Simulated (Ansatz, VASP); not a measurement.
# One calculation of BN, two programs

```xyz
4
Lattice="2.4518 0.0000 0.0000 -1.2259 2.1233 0.0000 0.0000 0.0000 4.5650" Properties=species:S:1:pos:R:3 pbc="T T T"
B     1.2259    0.7078    4.5637
B     0.0000    1.4155    2.2812
N     1.2259    0.7078    2.8544
N     0.0000    1.4155    0.5719
```

Change from the starting cell: strain -0.040 along x and y, +0.080 along z, atoms carried along.

Alike in both runs: task single point; functional LDA; k mesh 12 × 12 × 6; occupations gaussian, width 0.05 eV; no spin polarisation.

|  | VASP | Ansatz |
| --- | --- | --- |
| version | VASP 6.6.1 | Ansatz 0.2.0 |
| potentials or method | VASP PAW LDA potentials, release 64 (B, N), cutoff 520 eV | scalar-relativistic, plane waves, PAW |
| valence electrons in the cell | 16 | 16 |

```tsv
	VASP	Ansatz	Ansatz less VASP
gap on the k mesh at the Fermi level (eV)	4.49	4.51	+0.020
least direct gap on the mesh (eV)	4.64	4.64	+0.005
pressure (GPa)	-5.1	-6.0	-0.93
traceless stress, the component that is largest in VASP (GPa)	-69.80	-69.41	+0.387
rms of the force components (eV/Å)	0.313	0.328	+0.0154
```

LDA's correlation is that of Perdew and Zunger in VASP and of Perdew and Wang (1992) in Ansatz. Atom by atom the forces differ by 0.015 eV/Å (rms over components).
